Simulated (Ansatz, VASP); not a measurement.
One calculation of PtSe2, two programs

```
Se Pt
1.0
     3.75600    0.00000    0.00000
    -1.87800    3.25279    0.00000
     0.00000    0.00000   31.12129
Se Pt
2 1
Direct
  0.66667 0.33333 0.45522
  0.33333 0.66667 0.54478
  0.00000 0.00000 0.50000
```

Alike in both runs: task single point; functional PBE; dispersion D3(BJ); k mesh 9 × 9 × 1; occupations gaussian, width 0.02 eV; no spin polarisation.

|  | VASP | Ansatz |
| --- | --- | --- |
| version | VASP 6.6.1 | Ansatz 0.2.0 |
| potentials or method | VASP PAW PBE potentials, release 64 (Se, Pt), cutoff 400 eV | scalar-relativistic, plane waves, PAW |
| valence electrons in the cell | 22 | 50 |

|  | VASP | Ansatz | Ansatz less VASP |
| --- | --- | --- | --- |
| gap on the k mesh at the Fermi level (eV) | 1.19 | 1.20 | +0.010 |
| least direct gap on the mesh (eV) | 1.39 | 1.40 | +0.007 |
| rms of the force components (eV/Å) | 0.474 | 0.473 | -0.0010 |

VASP's potentials hold 22 valence electrons a cell and Ansatz's 50, so a difference there can come from the potentials and not from the codes.

Neither program's run includes spin-orbit coupling.
